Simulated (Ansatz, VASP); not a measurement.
Two plane-wave programs on Hf3SiMo

```
Hf Si Mo
1.0
     4.82219    0.00000    0.00000
     0.00000    4.82219    0.00000
     0.00000    0.00000    4.82219
Hf Si Mo
3 1 1
Direct
  0.00000 0.50000 0.50000
  0.50000 0.00000 0.50000
  0.50000 0.50000 0.00000
  0.50000 0.50000 0.50000
  0.00000 0.00000 0.00000
```

Change from the starting cell: species swapped into the Sc3TlB type (Pm-3m, No. 221).

Alike in both runs: functional PBE; k mesh 8 × 8 × 8; occupations gaussian, width 0.1 eV; no spin polarisation.

Ansatz relaxed the structure, and its values are those at the end. VASP's run is a single point on that final structure, the one shown.

```csv
,VASP,Ansatz
version,VASP 6.6.1,Ansatz 0.2.0
potentials or method,"VASP PAW PBE potentials, release 64 (Hf_pv, Si, Mo_sv), cutoff 520 eV","scalar-relativistic, plane waves, PAW"
valence electrons in the cell,48,96
```

|  | VASP | Ansatz | Ansatz less VASP |
| --- | --- | --- | --- |
| gap on the k mesh at the Fermi level (eV) | none | none | - |
| pressure (GPa) | 0.0 | 0.0 | +0.05 |

A gap of «none» marks a metal or a gap that the smearing closes. The functional is the same, so the differences come from potentials, cutoffs and numerics. VASP's potentials hold 48 valence electrons a cell and Ansatz's 96, so a difference there can come from the potentials and not from the codes.

Neither program's run includes spin-orbit coupling.
